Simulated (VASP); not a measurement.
A run of VASP 6.6.1 is set up as follows.

File INCAR:

```
  ALGO = Normal
  DIPOL = 0.5 0.5 0.500
  EDIFF = 1E-7
  ENCUT = 520
  GGA = PE
  IDIPOL = 3
  ISIF = 2
  ISMEAR = 0
  LASPH = True
  LCHARG = False
  LDIPOL = True
  LREAL = False
  LWAVE = False
  NBANDS = 43
  NELM = 80
  PREC = Accurate
  SIGMA = 0.1
```

Contents of KPOINTS:

```
k-points
0
Gamma
  1 1 1
```

The input POSCAR:

```
W
1.0
    2.7570339078      0.0000000000      0.0000000000
   -0.9190113026      2.5993564963      0.0000000000
    0.0000000000      0.0000000000     24.0044350370
W
5
Direct
    0.5000000000      0.5000000000      0.3124422628
    0.0000000000      0.0000000000      0.4062211314
    0.5000000000      0.5000000000      0.5000000000
    0.0000000000      0.0000000000      0.5937788686
    0.5000000000      0.5000000000      0.6875577372
```

Potentials or basis: VASP PAW PBE potentials, release 64 (W_sv).

The run is started by

```bash
$ cat potpaw_PBE.64/W_sv/POTCAR > POTCAR
$ mpirun -np 1 vasp_gam > vasp.out
```

(1) Predict the band gap on the k mesh.

(2) Estimate the largest force.

Answers

(1) 0.15 eV.

(2) 6.052 eV/Å.

Caveat: the k points lie up to 2.42 Å⁻¹ apart; spin-orbit coupling is left out, which moves the levels of the heavy elements.
